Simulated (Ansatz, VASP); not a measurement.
**Bi2O in VASP and in Ansatz**

```
Bi O
1.0
     6.94173    0.00000   -0.01348
     0.00000    3.46518    0.00000
    -0.31073    0.00000    6.41605
Bi O
4 2
Direct
  0.24359 0.25214 0.15881
  0.24359 0.74786 0.65881
  0.66070 0.65904 0.36665
  0.66070 0.34096 0.86665
  0.09561 0.73365 0.97531
  0.09561 0.26635 0.47531
```

Change from the starting cell: the structure that the rattled cell fell into.

Alike in both runs: functional PBE; k mesh 4 × 6 × 4; occupations gaussian, width 0.1 eV; no spin polarisation.

Ansatz relaxed the structure, and its values are those at the end. VASP's run is a single point on that final structure, the one shown.

```csv
,VASP,Ansatz
version,VASP 6.6.1,Ansatz 0.2.0
potentials or method,"VASP PAW PBE potentials, release 64 (Bi_d, O), cutoff 520 eV","scalar-relativistic, plane waves, PAW"
valence electrons in the cell,72,72
```

```csv
,VASP,Ansatz,Ansatz less VASP
gap on the k mesh at the Fermi level (eV),none,none,-
pressure (GPa),0.2,0.2,0.00
rms of the force components (eV/Å),0.028,0.016,-0.0117
```

A gap of «none» marks a metal or a gap that the smearing closes. With one functional, cell and mesh, what is left measures potentials, basis and numerics.

Neither program's run includes spin-orbit coupling.
